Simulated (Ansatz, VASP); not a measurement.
# In: VASP beside Ansatz

The input INCAR:

```
PREC = Accurate ; ENCUT = 500
EDIFF = 1E-6 ; ISMEAR = 0
SIGMA = 0.1 ; LREAL = False
LASPH = True ; NELM = 120
ALGO = Normal ; ISIF = 2
LWAVE = False ; LCHARG = True
GGA = PS ; LELF = True
LVHAR = True ; NBANDS = 12
GGA_COMPAT = False
```

Contents of KPOINTS:

```
Automatic mesh
0
Gamma
  6 6 6
```

POSCAR

```
In
1.0
   -1.8825252400      1.8825252400      1.8825252400
    1.8825252400     -1.8825252400      1.8825252400
    1.8825252400      1.8825252400     -1.8825252400
In
1
Direct
    0.0000000000      0.0000000000      0.0000000000
```

Input for Ansatz:

```yaml
crystal:
  lattice:
    - [-1.88252524, 1.88252524, 1.88252524]
    - [1.88252524, -1.88252524, 1.88252524]
    - [1.88252524, 1.88252524, -1.88252524]
  atoms:
    - { symbol: In, position: [0.0, 0.0, 0.0] }
basis:
  ecutwfc: 420
kpoints:
  mp_grid: { grid: [6, 6, 6] }
hamiltonian:
  xc: pbesol
scf:
  occupations: { method: gaussian, width: 0.1 }
output:
  forces: true
  stress: true
  eigenvalues: true
```

Alike in both runs: task single point; functional PBEsol; k mesh 6 × 6 × 6; occupations gaussian, width 0.1 eV; no spin polarisation.

|  | VASP | Ansatz |
| --- | --- | --- |
| version | VASP 6.6.1 | Ansatz 0.2.0 |
| potentials or method | VASP PAW PBE potentials, release 64 (In_d), cutoff 500 eV | scalar-relativistic, plane waves, PAW |
| valence electrons in the cell | 13 | 13 |

```csv
,VASP,Ansatz,Ansatz less VASP
gap on the k mesh at the Fermi level (eV),none,none,-
pressure (GPa),-2.2,-2.2,+0.01
```

VASP's potentials were made for PBE, not for PBEsol. A gap of «none» marks a metal or a gap that the smearing closes. The functional is the same, so the differences come from potentials, cutoffs and numerics.

The k mesh is coarse, so the values compare programs but aren't converged.
